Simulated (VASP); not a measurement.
Wanted: the native input for a VASP 6.6.1 run.

| Item | Value |
| --- | --- |
| Task | single point |
| Functional | PBE |
| Dispersion | D3(BJ) |
| Potentials or basis | VASP PAW PBE potentials, release 64 (S, Zn) |
| Cutoff | 400 eV |
| k mesh | 3 × 3 × 1 |
| Occupations | gaussian, width 0.05 eV |
| Spin | no spin polarisation |
| Dipole correction | yes |
| Further INCAR settings | ALGO = Normal; EDIFF = 1e-06; NBANDS = 126; NELMDL = -8 |

The structure of ZnS lies in POSCAR:

```
ZnS
1.0
    7.6016913818      0.0000000000      0.0000000000
   -3.8008456909      6.5832578483      0.0000000000
    0.0000000000      0.0000000000     26.7928994003
S Zn
12 12
Direct
    0.5000000000      0.0000000000      0.2985865726
    0.5000000000      0.5000000000      0.2985865726
    0.0000000000      0.0000000000      0.2985865726
    0.0000000000      0.5000000000      0.2985865726
    0.6666666667      0.8333333333      0.4144149293
    0.6666666667      0.3333333333      0.4144149293
    0.1666666667      0.8333333333      0.4144149293
    0.1666666667      0.3333333333      0.4144149293
    0.8644090183      0.6855076880      0.5318792545
    0.8760302443      0.1904947981      0.5822203009
    0.3674880250      0.6979303347      0.5312786492
    0.3681617941      0.1744900267      0.5317198732
    0.1666666667      0.8333333333      0.3275436617
    0.1666666667      0.3333333333      0.3275436617
    0.6666666667      0.8333333333      0.3275436617
    0.6666666667      0.3333333333      0.3275436617
    0.3318034801      0.6671313815      0.4393106623
    0.3315606710      0.1647115238      0.4392177170
    0.8364909062      0.6686085579      0.4379942089
    0.8328305341      0.1660777980      0.4392947168
    0.5203906638      0.5127798651      0.5382869698
    0.6120744218      0.0581622994      0.5215889543
    0.0299421192      0.5064333284      0.5487634797
    0.0289921501      0.0322636798      0.5464521917
```

One way to write it, as run:

INCAR

```
SYSTEM = ZnS
PREC = Accurate ; ENCUT = 400
EDIFF = 1E-6 ; ISMEAR = 0
SIGMA = 0.05 ; LREAL = .False.
LASPH = .True. ; NELM = 120
ALGO = Normal ; ISIF = 2
LWAVE = .False. ; LCHARG = .False.
LDIPOL = .True. ; IDIPOL = 3
DIPOL = 0.5 0.5 0.427 ; GGA = PE
IVDW = 12 ; NBANDS = 126
GGA_COMPAT = .False. ; NELMDL = -8
```

KPOINTS

```
Automatic mesh
0
Gamma
  3 3 1
  0 0 0
```

Potentials or basis: VASP PAW PBE potentials, release 64 (S, Zn).

Run with:

```sh
$ cat potpaw_PBE.64/S/POTCAR potpaw_PBE.64/Zn/POTCAR > POTCAR
$ mpirun -np 1 vasp_std > vasp.out
```

Results of the run:

```yaml
Largest_force: 1.147 eV/Å
Band_gap_on_the_k_mesh: zero (bands 108 and 109 overlap by 0.27 eV)
Dispersion_energy_per_atom: -0.246 eV
```

Wall time 65 min on 1 thread of Intel Xeon 8259CL, with other jobs on the host, peak memory 1.1 GiB.
